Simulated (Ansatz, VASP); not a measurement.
BAs in VASP and in Ansatz

```
CELL_PARAMETERS angstrom
0.00000 2.38850 2.38850
2.38850 0.00000 2.38850
2.38850 2.38850 0.00000
ATOMIC_POSITIONS crystal
As 0.25000 0.25000 0.25000
B 0.00000 0.00000 0.00000
```

Alike in both runs: functional PBEsol; dispersion D3(BJ); k mesh 10 × 10 × 10; occupations gaussian, width 0.1 eV; no spin polarisation.

|  | VASP | Ansatz |
| --- | --- | --- |
| version | VASP 6.6.1 | Ansatz 0.2.0 |
| potentials or method | VASP PAW PBE potentials, release 64 (As, B) | Ansatz PAW |
| plane-wave cutoff (eV) | 500 | 420 |
| valence electrons in the cell | 8 | 18 |
| task | single point | atomic charges |

VASP gave:

```
gap on the k mesh at the Fermi level (eV) : 1.08
least direct gap on the mesh (eV)         : 3.24
pressure (GPa)                            : -3.2
```

Question: What did Ansatz give for the same quantities?

Answer: gap on the k mesh at the Fermi level (eV): 1.09; least direct gap on the mesh (eV): 3.24; pressure (GPa): -4.0.

VASP's potentials were made for PBE, not for PBEsol. VASP's potentials hold 8 valence electrons a cell and Ansatz's 18, so a difference there can come from the potentials and not from the codes.
